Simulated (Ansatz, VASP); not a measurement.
**W15C16 in VASP and in Ansatz**

```
W C
1.0
    -2.92207    5.06118    5.69265
     5.84415    0.00000    5.69265
     2.92207    5.06118    0.00000
W C
15 16
Direct
  0.00755 0.99189 0.00459
  0.25451 0.24380 0.25254
  0.00753 0.99191 0.49549
  0.25452 0.24380 0.74856
  0.99998 0.49586 0.00180
  0.50053 0.49905 0.49119
  0.02019 0.50830 0.48549
  0.24856 0.75115 0.74984
  0.49112 0.97920 0.01458
  0.74789 0.25166 0.24992
  0.50378 0.99963 0.49802
  0.75437 0.24521 0.74990
  0.50052 0.49906 0.00864
  0.75576 0.74500 0.24736
  0.75575 0.74501 0.75130
  0.03444 0.21106 0.12696
  0.29192 0.45006 0.37874
  0.03791 0.21190 0.62482
  0.28885 0.46779 0.87139
  0.03506 0.70906 0.11442
  0.29065 0.96437 0.38511
  0.03503 0.70908 0.64089
  0.29067 0.96435 0.85929
  0.53863 0.21098 0.11561
  0.78869 0.46082 0.38476
  0.53863 0.21097 0.63421
  0.78868 0.46082 0.86515
  0.54954 0.70760 0.12115
  0.78833 0.96523 0.37294
  0.53218 0.71031 0.62847
  0.78761 0.96179 0.87504
```

Alike in both runs: task single point; functional PBE; k mesh 2 × 2 × 3; occupations methfessel-paxton of order 1, width 0.1 eV; no spin polarisation.

|  | VASP | Ansatz |
| --- | --- | --- |
| version | VASP 6.6.1 | Ansatz 0.2.0 |
| potentials or method | VASP PAW PBE potentials, release 64 (W_sv, C), cutoff 520 eV | plane-wave PAW DFT |
| valence electrons in the cell | 274 | 274 |

|  | VASP | Ansatz | Ansatz less VASP |
| --- | --- | --- | --- |
| rms of the force components (eV/Å) | 0.746 | 0.744 | -0.0018 |

The k mesh is coarse, so the values compare programs but aren't converged. Neither program's run includes spin-orbit coupling.
